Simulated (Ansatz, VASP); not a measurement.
MnAs: VASP beside Ansatz

```
Mn As
1.0
     0.00000    2.84870    2.84870
     2.84870    0.00000    2.84870
     2.84870    2.84870    0.00000
Mn As
1 1
Cartesian
  0.0000 0.0000 0.0000
  1.4243 1.4243 1.4243
```

Alike in both runs: task single point; functional PBE; k mesh 12 × 12 × 12; occupations gaussian, width 0.05 eV; collinear spin.

|  | VASP | Ansatz |
| --- | --- | --- |
| version | VASP 6.6.1 | Ansatz 0.2.0 |
| potentials or method | VASP PAW PBE potentials, release 64 (Mn_pv, As), cutoff 520 eV | scalar-relativistic, plane waves, PAW |
| valence electrons in the cell | 18 | 30 |

|  | VASP | Ansatz | Ansatz less VASP |
| --- | --- | --- | --- |
| gap on the k mesh at the Fermi level (eV) | none | none | - |
| pressure (GPa) | -0.6 | -0.7 | -0.02 |
| net moment per atom (μB) | 1.90 | 1.91 | +0.008 |
| size of the moment on the site where the two differ most (μB) | 3.71 | 3.60 | -0.110 |

Site moments also hang on the region over which each program counts them. A gap of «none» marks a metal or a gap that the smearing closes. VASP's potentials hold 18 valence electrons a cell and Ansatz's 30, so a difference there can come from the potentials and not from the codes.
